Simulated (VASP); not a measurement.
# TiSi (anti NiAs type) (P6_3/mmc) in VASP: single point with PBEsol

Aim: the single point of TiSi (anti NiAs type) with PBEsol.

Everything below comes from runs of VASP 6.6.1. Logs are shortened: lines on timing, memory, paths and dates and some standing lists are left out, and cuts for length are marked.

**1. The cell of the first run**

The structure is hexagonal, space group P6_3/mmc (No. 194). Conventional cell: a = 3.534 Å, b = 3.534 Å, c = 4.805 Å, α = 90.00°, β = 90.00°, γ = 120.00°. Si (site symmetry -3m) has 6 Ti at 2.37 Å and 2 Si at 2.40 Å within 3.1 Å. Within 3.2 Å of Ti (site symmetry -6m2) lie 6 Si at 2.37 Å and 6 Ti at 3.15 Å.

**2. Single point, PBEsol**

File INCAR:

```
ALGO = Normal
EDIFF = 1E-6
ENCUT = 520
GGA = PS
ISIF = 2
ISMEAR = -1
LASPH = True
LCHARG = False
LREAL = False
LWAVE = False
NBANDS = 24
NELM = 60
PREC = Accurate
SIGMA = 0.1
```

File KPOINTS:

```
k-points
0
Gamma
  11 11 6
```

File POSCAR:

```
TiSi
1.0
    3.5335198089      0.0000000000      0.0000000000
   -1.7667599045      3.0601179193      0.0000000000
    0.0000000000      0.0000000000      4.8054134944
Si Ti
2 2
Direct
    0.0000000000      0.0000000000      0.0000000000
    0.0000000000      0.0000000000      0.5000000000
    0.3333333333      0.6666666667      0.2500000000
    0.6666666667      0.3333333333      0.7500000000
```

Potentials or basis: VASP PAW PBE potentials, release 64 (Si, Ti_sv).

Run with:

```sh
cat potpaw_PBE.64/Si/POTCAR potpaw_PBE.64/Ti_sv/POTCAR > POTCAR
mpirun -np 1 vasp_std > vasp.out
```

OUTCAR:

```text
EDIFF = 1E-6
   ENCUT = 520
   GGA = PS
   ISIF = 2
   ISMEAR = -1
   LASPH = True
   LREAL = False
   NELM = 60
   PREC = Accurate

 ion  position               nearest neighbor table
   1  0.000  0.000  0.000-   3 2.37   4 2.37   4 2.37   3 2.37   4 2.37   3 2.37   2 2.40   2 2.40

   2  0.000  0.000  0.500-   3 2.37   4 2.37   4 2.37   3 2.37   4 2.37   3 2.37   1 2.40   1 2.40

   3  0.333  0.667  0.250-   1 2.37   2 2.37   1 2.37   2 2.37   1 2.37   2 2.37
   4  0.667  0.333  0.750-   1 2.37   2 2.37   1 2.37   2 2.37   1 2.37   2 2.37

  LATTYP: Found a hexagonal cell.
 ALAT       =     3.5335198089
 C/A-ratio  =     1.3599509142

  Lattice vectors:

 A1 = (   3.5335198089,   0.0000000000,   0.0000000000)
 A2 = (  -1.7667599045,   3.0601179193,   0.0000000000)
 A3 = (   0.0000000000,   0.0000000000,   4.8054134944)

Analysis of symmetry for initial positions (statically):
=====================================================================
 Subroutine PRICEL returns:
 Original cell was already a primitive cell.

 Routine SETGRP: Setting up the symmetry group for a
 hexagonal supercell.

 Subroutine GETGRP returns: Found 24 space group operations
 (whereof 12 operations were pure point group operations)
 out of a pool of 24 trial point group operations.

The static configuration has the point symmetry D_3d.
 The point group associated with its full space group is D_6h.

Analysis of symmetry for dynamics (positions and initial velocities):
=====================================================================
 Subroutine PRICEL returns:
 Original cell was already a primitive cell.

 Routine SETGRP: Setting up the symmetry group for a
 hexagonal supercell.

 Subroutine GETGRP returns: Found 24 space group operations
 (whereof 12 operations were pure point group operations)
 out of a pool of 24 trial point group operations.

The dynamic configuration has the point symmetry D_3d.
 The point group associated with its full space group is D_6h.

 Subroutine INISYM returns: Found 24 space group operations
 (whereof 12 operations are pure point group operations),
 and found     1 'primitive' translations

----------------------------------------------------------------------------------------

                                     Primitive cell

  volume of cell :      51.9609

  direct lattice vectors                    reciprocal lattice vectors
     3.533519809  0.000000000  0.000000000     0.283003932  0.163392396  0.000000000
    -1.766759904  3.060117919  0.000000000     0.000000000  0.326784793  0.000000000
     0.000000000  0.000000000  4.805413494     0.000000000  0.000000000  0.208098637

  length of vectors
     3.533519809  3.533519809  4.805413494     0.326784793  0.326784793  0.208098637

  position of ions in fractional coordinates (direct lattice)
     0.000000000  0.000000000  0.000000000
     0.000000000  0.000000000  0.500000000
     0.333333333  0.666666667  0.250000000
     0.666666667  0.333333333  0.750000000

  ion indices of the primitive-cell ions
   primitive index   ion index
                 1           1
                 2           2
                 3           3
                 4           4

----------------------------------------------------------------------------------------

 KPOINTS: k-points

Automatic generation of k-mesh.
 Grid dimensions read from file:
 generate k-points for:   11   11    6

 Generating k-lattice:

  Cartesian coordinates                     Fractional coordinates (reciprocal lattice)
     0.025727630  0.014853854  0.000000000     0.090909091  0.000000000  0.000000000
     0.000000000  0.029707708  0.000000000     0.000000000  0.090909091  0.000000000
     0.000000000  0.000000000  0.034683106     0.000000000  0.000000000  0.166666667

  Length of vectors
     0.029707708  0.029707708  0.034683106

  Shift w.r.t. Gamma in fractional coordinates (k-lattice)
     0.000000000  0.000000000  0.000000000

 Subroutine IBZKPT returns following result:
 ===========================================

 Found     64 irreducible k-points:

 Following reciprocal coordinates:
            Coordinates               Weight
  0.000000  0.000000  0.000000      1.000000
  0.090909 -0.000000  0.000000      6.000000
  0.181818  0.000000  0.000000      6.000000
  0.272727  0.000000  0.000000      6.000000
  0.363636 -0.000000  0.000000      6.000000
  0.454545 -0.000000  0.000000      6.000000
[... 16 lines left out ...]
  0.090909  0.090909  0.166667     12.000000
  0.181818  0.090909  0.166667     24.000000
 [... further k-points ...]
   k-points           NKPTS =     64   k-points in BZ     NKDIM =     64   number of bands    NBANDS=     24
   number of dos      NEDOS =    301   number of ions     NIONS =      4
   total plane-waves  NPLWV =  28224
   dimension x,y,z NGX =    28 NGY =   28 NGZ =   36
   dimension x,y,z NGXF=    56 NGYF=   56 NGZF=   72
   ions per type =               2   2
   NGX,Y,Z   is equivalent  to a cutoff of  13.17, 13.17, 12.45 a.u.
   NGXF,Y,Z  is equivalent  to a cutoff of  26.35, 26.35, 24.91 a.u.
 SYSTEM =  unknown system
   PREC   = accura    normal or accurate (medium, high low for compatibility)
   ISTART =      0    job   : 0-new  1-cont  2-samecut
   ICHARG =      2    charge: 1-file 2-atom 10-const
   ISPIN  =      1    spin polarized calculation?
   LNONCOLLINEAR =      F non collinear calculations
   LSORBIT =      F    spin-orbit coupling
   LASPH  =      T    aspherical Exc in radial PAW
   ENCUT  =  520.0 eV  38.22 Ry    6.18 a.u.   6.57  6.57  8.93*2*pi/ulx,y,z
   NELM   =     60;   NELMIN=  2; NELMDL= -5     # of ELM steps
   EDIFF  = 0.1E-05   stopping-criterion for ELM
   LREAL  =      F    real-space projection
   EDIFFG = 0.1E-04   stopping-criterion for IOM
   NSW    =      0    number of steps for IOM
   IBRION =     -1    ionic relax: 0-MD 1-quasi-New 2-CG
   NFREE  =      0    steps in history (QN), initial steepest desc. (CG)
   ISIF   =      2    stress and relaxation
   ISYM   =      2    0-nonsym 1-usesym 2-fastsym
   POTIM  = 0.5000    time-step for ionic-motion
   TEBEG  =    0.0;   TEEND  =   0.0 temperature during run
   PSTRESS=    0.0 pullay stress
   NELECT =      32.0000    total number of electrons
   NUPDOWN=      -1.0000    fix difference up-down
   EMIN   =  10.00;   EMAX   =-10.00  energy-range for DOS
   EFERMI =   0.00;   METHOD = LEGACY
   ISMEAR =    -1;   SIGMA  =   0.10  broadening in eV -4-tet -1-fermi 0-gaus
   EFERMI_NEDOS =   21; number of points for ismear=-14 and -15
   IALGO  =     38    algorithm
   IMIX   =      4    mixing-type and parameters
     AMIX     =   0.40;   BMIX     =  1.00
     AMIX_MAG =   1.60;   BMIX_MAG =  1.00
  volume/ion in A,a.u.               =      12.99        87.66
  Fermi-wavevector in a.u.,A,eV,Ry     =   1.392834  2.632074 26.395117  1.939986
  Thomas-Fermi vector in A             =   2.516538
   LORBIT       =      0    0 simple, 1 ext, 2 COOP (PROOUT), +10 PAW based schemes
   GGA     = PS    functional components
   LHFCALC =     F    Hartree Fock is set to
   AEXX    =    0.0000 exact exchange contribution
   IVDW    =     0    specifies the selected vdW correction
   LEPSILON=     F    determine dielectric tensor
   LRPA    =     F    only Hartree local field effects (RPA)
 non-spin polarized calculation
  energy-cutoff  :      520.00
  volume of cell :       51.96
 maximum number of plane-waves:      1428
 NGX is ok and might be reduce to    28
   NGX = 13   NGY = 13   NGZ = 17

 number of electron      31.9999999 magnetization

 Free energy of the ion-electron system (eV)
  ---------------------------------------------------
  ext. energy  EPLUGINS =         0.00000000
  ---------------------------------------------------
  free energy    TOTEN  =       -29.37047923 eV

  energy without entropy =      -29.34142384  energy(sigma->0) =      -29.35595154

 E-fermi :  10.8637     XC(G=0): -12.2822

 val. band max:       10.7832448125   @ k =   0.1818   0.1818   0.3333
 cond. band min:      10.8721923773   @ k =   0.3636   0.2727   0.1667
 fundamental gap:      0.0889475648
 Fermi energy:        10.8636882747

 k-point     1 :       0.0000    0.0000    0.0000
  band No.  band energies     occupation
      1     -45.1843      2.00000
      2     -45.1289      2.00000
      3     -21.7158      2.00000
      4     -21.6736      2.00000
      5     -21.6736      2.00000
      6     -21.6008      2.00000
[... 16 lines left out ...]
     23      18.1871      0.00000
     24      18.1871      0.00000

 k-point     2 :       0.0909   -0.0000    0.0000
  band No.  band energies     occupation
      1     -45.1826      2.00000
      2     -45.1292      2.00000
      3     -21.7081      2.00000
      4     -21.6823      2.00000
      5     -21.6783      2.00000
      6     -21.6112      2.00000
[... 16 lines left out ...]
     23      17.0217      0.00000
     24      17.4589      0.00000

 k-point     3 :       0.1818    0.0000    0.0000
  band No.  band energies     occupation
      1     -45.1776      2.00000
      2     -45.1301      2.00000
      3     -21.7072      2.00000
      4     -21.6901      2.00000
      5     -21.6864      2.00000
      6     -21.6373      2.00000
[... 16 lines left out ...]
     23      15.8102      0.00000
     24      17.9283      0.00000
[... 514 lines left out ...]
 k-point    23 :       0.0909    0.0909    0.1667
  band No.  band energies     occupation
      1     -45.1759      2.00000
      2     -45.1331      2.00000
      3     -21.7112      2.00000
      4     -21.6855      2.00000
      5     -21.6536      2.00000
      6     -21.6345      2.00000
[... 16 lines left out ...]
     23      15.9562      0.00000
     24      17.7253      0.00000

 k-point    24 :       0.1818    0.0909    0.1667
  band No.  band energies     occupation
      1     -45.1703      2.00000
      2     -45.1340      2.00000
      3     -21.7343      2.00000
      4     -21.7077      2.00000
      5     -21.6596      2.00000
      6     -21.6302      2.00000
[... 16 lines left out ...]
     23      15.1549      0.00000
     24      17.3159      0.00000

 [... further k-points ...]

------------------------ aborting loop because EDIFF is reached ----------------------------------------

  FORCE on cell =-STRESS in cart. coord.  units (eV):
  Direction    XX          YY          ZZ          XY          YZ          ZX
  --------------------------------------------------------------------------------------
  -------------------------------------------------------------------------------------
  Total       13.0374503     13.0374503     13.0428512     -0.0000000      0.0000000     -0.0000000
  in kB      402.0006853    402.0006853    402.1672168     -0.0000000      0.0000000     -0.0000000
  external PRESSURE =     402.0561958 kB  Pullay stress =       0.0000000 kB

 VOLUME and BASIS-vectors are now :
 -----------------------------------------------------------------------------
  energy-cutoff  :      520.00
  volume of cell :       51.96
      direct lattice vectors                 reciprocal lattice vectors
     3.533519809  0.000000000  0.000000000     0.283003932  0.163392396  0.000000000
    -1.766759904  3.060117919  0.000000000     0.000000000  0.326784793  0.000000000
     0.000000000  0.000000000  4.805413494     0.000000000  0.000000000  0.208098637

 POSITION                                       TOTAL-FORCE (eV/Angst)
 -----------------------------------------------------------------------------------
      0.00000      0.00000      0.00000         0.000000      0.000000      0.000000
      0.00000      0.00000      2.40271         0.000000      0.000000      0.000000
     -0.00000      2.04008      1.20135        -0.000000     -0.000000     -0.000000
      1.76676      1.02004      3.60406        -0.000000      0.000000     -0.000000
 -----------------------------------------------------------------------------------
    total drift:                                0.000000     -0.000000     -0.000000

  FREE ENERGIE OF THE ION-ELECTRON SYSTEM (eV)
  ---------------------------------------------------
  free  energy   TOTEN  =       -29.3704792315 eV

  energy  without entropy=      -29.3414238424  energy(sigma->0) =      -29.35595154
```

It took 43 s on 1 thread of Intel Xeon Platinum 8488C (Sapphire Rapids), shared host; peak memory 0.21 GiB.

What came out:

| Property | Result |
| --- | --- |
| Free energy | -29.3705 eV |
| Pressure | 40.2 GPa |
| Band gap on the k mesh | zero (bands 16 and 17 overlap by 0.48 eV) |

Caveat: the cell stands under pressure; the PAW data sets were made with another functional, which shifts forces and pressure a little.

The gap in the log of VASP goes by the Fermi energy; the results here count the filled bands.